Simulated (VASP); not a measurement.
# AlGa2 (P6/mmm) in VASP: further runs, part 2 of 2

VASP 6.6.1. The steps go on from the part before.

## (3) Single point, PBE

This run uses another cell than the first one, of 21.12 Å³/atom.

INCAR reads:

```
SYSTEM = AlGa2
PREC = Accurate
ENCUT = 520
EDIFF = 1E-6
ISMEAR = 0
SIGMA = 0.1
LREAL = .FALSE.
LASPH = .TRUE.
NELM = 100
ALGO = Normal
ISIF = 2
LWAVE = .FALSE.
LCHARG = .FALSE.
GGA = PE
NBANDS = 22
```

KPOINTS reads:

```
regular mesh
0
G
  6 6 4
  0 0 0
```

POSCAR reads:

```
AlGa2
1.0
    3.5213976700      0.0000000000      0.0000000000
   -1.7606988400      3.0496198400      0.0000000000
    0.0000000000      0.0000000000      5.8991470900
Al Ga
1 2
Direct
    0.0000000000      0.0000000000      0.0000000000
    0.0000000000      0.0000000000      0.3475138700
    0.0000000000      0.0000000000      0.6524861300
```

Potentials or basis: VASP PAW PBE potentials, release 64 (Al, Ga_d).

The run is started by

```bash
> cat potpaw_PBE.64/Al/POTCAR potpaw_PBE.64/Ga_d/POTCAR > POTCAR
> mpirun -np 1 vasp_std > vasp.out
```

It took 34 s on 1 thread of Intel Xeon Platinum 8375C at 2.90GHz (Ice Lake), shared host; peak memory 0.19 GiB.

The run converged. Its results:

| Quantity | Value |
| --- | --- |
| Free energy | -2.9429 eV |
| Pressure | 41.6 GPa |
| Largest force | 11.106 eV/Å |
| Band gap on the k mesh | zero (an odd number of electrons rules out a gap without spin polarisation) |

Forces on the atoms (eV/Å):
```
Al    0.000   0.000   0.000
Ga    0.000   0.000 -11.106
Ga    0.000   0.000  11.106
```

Stress tensor (GPa, compression positive):
```
 -5.23   0.00   0.00
  0.00  -5.23   0.00
  0.00   0.00 135.40
```

Levels at points of the mesh, in eV from the Fermi level:
```csv
k point,band 10,band 11,band 12,band 13,band 14,band 15,band 16,band 17,band 18,band 19
"(0.00, 0.00, 0.00)",-14.65,-10.07,-5.89,-5.67,3.41,3.41,5.06,7.72,7.87,7.87
"(0.50, 0.00, 0.00)",-14.62,-7.73,-3.88,-3.80,-3.38,0.69,0.69,1.44,4.87,5.94
"(0.00, 0.00, 0.50)",-14.69,-9.53,-8.39,-1.79,0.99,4.08,4.08,5.33,5.33,8.03
"(0.50, 0.00, 0.50)",-14.66,-7.29,-5.97,-2.96,-2.42,-0.31,2.19,3.18,3.99,5.45
```

Caveat: the stress differs along the axes, from -5 to 135 GPa; forces of over 1 eV/Å act on the atoms, so gaps and moduli don't describe the material at rest.

## (4) Relaxation of cell and atoms, PBE

This run uses another cell than the first one, of 21.12 Å³/atom.

INCAR reads:

```
PREC = Accurate
ENCUT = 600
EDIFF = 1E-6
ISMEAR = 0
SIGMA = 0.1
LREAL = F
LASPH = T
NELM = 60
ALGO = Fast
ISIF = 3
LWAVE = F
LCHARG = F
GGA = PE
IBRION = 2
NSW = 90
EDIFFG = -0.04
```

KPOINTS reads:

```
regular mesh
0
Gamma
  6 6 4
```

POSCAR is that of step 3.

The run is started by

```bash
> cat potpaw_PBE.64/Al/POTCAR potpaw_PBE.64/Ga_d/POTCAR > POTCAR
> mpirun -np 1 vasp_std > vasp.out
```

Wall time 22 min (1 thread of Intel Xeon Platinum 8375C at 2.90GHz (Ice Lake), shared host); peak memory 0.21 GiB.

Results (log left out):

```
Free energy                           : -9.3267 eV
Relaxed volume                        : 18.96 Å³/atom
Relaxed cell                          : a = 2.844 Å, b = 2.844 Å, c = 8.120 Å, α = 90.00°, β = 90.00°, γ = 120.00°
Space group after relaxing (to 0.1 Å) : P6/mmm (No. 191)
Pressure after relaxing               : -0.1 GPa
Largest force after relaxing          : 0.021 eV/Å
Band gap on the k mesh                : zero (an odd number of electrons rules out a gap without spin polarisation)
```

Forces on the atoms (eV/Å):
```
Al   0.000  0.000  0.000
Ga   0.000  0.000 -0.021
Ga   0.000  0.000  0.021
```

Final structure:
```yaml
crystal:
  lattice:
    - [2.84400, 0.00000, 0.00000]
    - [-1.42200, 2.46298, 0.00000]
    - [0.00000, 0.00000, 8.12010]
  atoms:
    - { symbol: Al, position: [0.00000, 0.00000, 0.00000] }
    - { symbol: Ga, position: [0.00000, 0.00000, 0.33462] }
    - { symbol: Ga, position: [0.00000, 0.00000, 0.66538] }
```

Levels at points of the mesh, in eV from the Fermi level:
```tsv
k point	band 12	band 13	band 14	band 15	band 16	band 17
(0.00, 0.00, 0.00)	-8.58	-7.97	-1.23	-1.05	8.87	10.47
(0.50, 0.00, 0.00)	-3.87	-2.80	-2.16	-1.86	-1.73	3.90
(0.00, 0.00, 0.50)	-9.73	-6.13	-4.36	3.56	4.06	12.39
(0.50, 0.00, 0.50)	-3.89	-3.38	-3.26	-0.42	0.25	0.32
```

Caveat: a cell axis changed by over 15 % at a fixed basis, so the end point is rough.

## (5) Single point, PBE

This run uses another cell than the first one, of 19.05 Å³/atom.

INCAR reads:

```
ALGO = Fast ; EDIFF = 1E-6
ENCUT = 520 ; GGA = PE
ISIF = 2 ; ISMEAR = 0
LASPH = True ; LCHARG = True
LELF = True ; LREAL = False
LVHAR = True ; LWAVE = False
NBANDS = 22 ; NELM = 80
PREC = Accurate ; SIGMA = 0.1
```

KPOINTS reads:

```
k-points
0
Gamma
  18 18 6
```

POSCAR reads:

```
AlGa2
1.0
    2.8421664596      0.0000000000      0.0000000000
   -1.4210832298      2.4613883558      0.0000000000
    0.0000000000      0.0000000000      8.1712310287
Al Ga
1 2
Direct
    0.0000000000      0.0000000000      0.0000000000
    0.0000000000      0.0000000000      0.3342181679
    0.0000000000      0.0000000000      0.6657818321
```

The run is started by

```bash
> cat potpaw_PBE.64/Al/POTCAR potpaw_PBE.64/Ga_d/POTCAR > POTCAR
> mpirun -np 1 vasp_std > vasp.out
```

It took 3.1 min on 1 thread of Intel Xeon Platinum 8375C at 2.90GHz (Ice Lake), shared host; peak memory 0.3 GiB.

The run converged. Its results:

* Free energy: -9.2562 eV
* Pressure: 0.0 GPa
* Largest force: 0.005 eV/Å
* Band gap on the k mesh: zero (an odd number of electrons rules out a gap without spin polarisation)

Forces in eV/Å, atoms in the order of the input:
```
Al   0.000  0.000  0.000
Ga   0.000  0.000 -0.005
Ga   0.000  0.000  0.005
```

Levels at points of the mesh, in eV from the Fermi level:
| k point | band 12 | band 13 | band 14 | band 15 | band 16 | band 17 |
| --- | --- | --- | --- | --- | --- | --- |
| (0.00, 0.00, 0.00) | -8.66 | -8.04 | -1.36 | -1.20 | 8.58 | 10.25 |
| (0.50, 0.00, 0.00) | -3.92 | -2.86 | -2.21 | -1.95 | -1.81 | 3.79 |
| (0.00, 0.00, 0.50) | -9.79 | -6.27 | -4.42 | 3.35 | 3.85 | 12.14 |
| (0.50, 0.00, 0.50) | -3.93 | -3.43 | -3.33 | -0.55 | 0.12 | 0.29 |

## (6) Relaxation of cell and atoms, PBE

INCAR reads:

```
PREC = Accurate
ENCUT = 600
EDIFF = 1E-6
ISMEAR = 0
SIGMA = 0.1
LREAL = False
LASPH = True
NELM = 80
ALGO = Fast
ISIF = 3
LWAVE = False
LCHARG = False
GGA = PE
IBRION = 2
NSW = 100
EDIFFG = -0.01
```

KPOINTS reads:

```
Automatic mesh
0
Gamma
  18 18 6
```

POSCAR reads:

```
AlGa2
1.0
    2.8422151509      0.0000000000      0.0000000000
   -1.4211075755      2.4614305237      0.0000000000
    0.0000000000      0.0000000000      8.1131340854
Al Ga
1 2
Direct
    0.0000000000      0.0000000000      0.0000000000
    0.0000000000      0.0000000000      0.3341944359
    0.0000000000      0.0000000000      0.6658055641
```

Potentials or basis: VASP PAW PBE potentials, release 64 (Al, Ga_d).

The run is started by

```bash
> cat potpaw_PBE.64/Al/POTCAR potpaw_PBE.64/Ga_d/POTCAR > POTCAR
> mpirun -np 1 vasp_std > vasp.out
```

Run time: 8.4 min. Hardware: 1 thread of Intel Xeon Platinum 8375C at 2.90GHz (Ice Lake), shared host; peak memory 0.33 GiB.

Results (log left out):

```
Free energy                           : -9.2558 eV
Relaxed volume                        : 19.08 Å³/atom
Relaxed cell                          : a = 2.844 Å, b = 2.844 Å, c = 8.172 Å, α = 90.00°, β = 90.00°, γ = 120.00°
Space group after relaxing (to 0.1 Å) : P6/mmm (No. 191)
Energy gained by relaxing             : 0.4 meV/atom
Ionic steps                           : 6
Pressure after relaxing               : 0.0 GPa
Band gap on the k mesh                : zero (an odd number of electrons rules out a gap without spin polarisation)
```

Stress tensor (GPa, compression positive):
```
-0.08  0.00  0.00
 0.00 -0.08  0.00
 0.00  0.00  0.02
```

The path:
```
step  energy change (eV)  largest force (eV/Å)  pressure (GPa)  volume (Å³)
   1              0.0000                0.0016            0.58        56.76
   2             -0.0012                0.0046           -0.10        57.32
   3             -0.0012                0.0048            0.00        57.30
   4             -0.0013                0.0002            0.04        57.26
   5             -0.0013                0.0022           -0.06        57.25
   6             -0.0013                0.0011           -0.05        57.25
```

Final structure:
```yaml
crystal:
  lattice:
    - [2.84414, 0.00000, 0.00000]
    - [-1.42207, 2.46310, 0.00000]
    - [0.00000, 0.00000, 8.17161]
  atoms:
    - { symbol: Al, position: [0.00000, 0.00000, 0.00000] }
    - { symbol: Ga, position: [0.00000, 0.00000, 0.33415] }
    - { symbol: Ga, position: [0.00000, 0.00000, 0.66585] }
```

Levels at points of the mesh, in eV from the Fermi level:
```
           k point  band 10  band 11  band 12  band 13  band 14  band 15  band 16  band 17  band 18
(0.00, 0.00, 0.00)   -14.65   -10.69    -8.65    -8.03    -1.35    -1.19     8.59    10.25    11.74
(0.50, 0.00, 0.00)   -14.59    -4.80    -3.92    -2.87    -2.21    -1.95    -1.81     3.79     4.05
(0.00, 0.00, 0.50)   -14.65   -10.38    -9.79    -6.26    -4.42     3.36     3.86    12.12    12.35
(0.50, 0.00, 0.50)   -14.59    -4.51    -3.94    -3.42    -3.33    -0.55     0.12     0.28     3.75
```

## (7) Overview

```tsv
task	cell	k mesh	cutoff (eV)	gap on the mesh (eV)	pressure (GPa)	relaxed volume (Å³/atom)	largest force (eV/Å)
single point	a = 2.842, b = 2.842, c = 8.113 Å, angles 90.0, 90.0, 120.0°, 3 atoms, atomic positions A	6 × 6 × 4	520	none	0.1	-	-
single point	a = 3.521, b = 3.521, c = 5.899 Å, angles 90.0, 90.0, 120.0°, 3 atoms, atomic positions B	6 × 6 × 4	520	none	41.6	-	11.11
relaxation of cell and atoms	relaxed from a = 3.521, b = 3.521, c = 5.899 Å, angles 90.0, 90.0, 120.0°, 3 atoms, atomic positions B	6 × 6 × 4	600	none	-0.1	18.96	0.02
single point	a = 2.842, b = 2.842, c = 8.171 Å, angles 90.0, 90.0, 120.0°, 3 atoms, atomic positions A	18 × 18 × 6	520	none	0.0	-	-
relaxation of cell and atoms	relaxed from a = 2.842, b = 2.842, c = 8.113 Å, angles 90.0, 90.0, 120.0°, 3 atoms, atomic positions A	18 × 18 × 6	600	none	0.0	19.08	-
```

Alike in all rows: level PBE; potentials or basis VASP PAW PBE potentials, release 64 (Al, Ga_d); no spin polarisation; smearing gaussian 0.1 eV.

Caveats: some runs use coarse meshes; the stress differs along the axes, from -5 to 135 GPa (at least some runs); forces of over 1 eV/Å act on the atoms, so gaps and moduli don't describe the material at rest (at least some runs); a cell axis changed by over 15 % at a fixed basis, so the end point is rough (at least some runs).

Absolute energies hang on the potentials; compare differences alone.
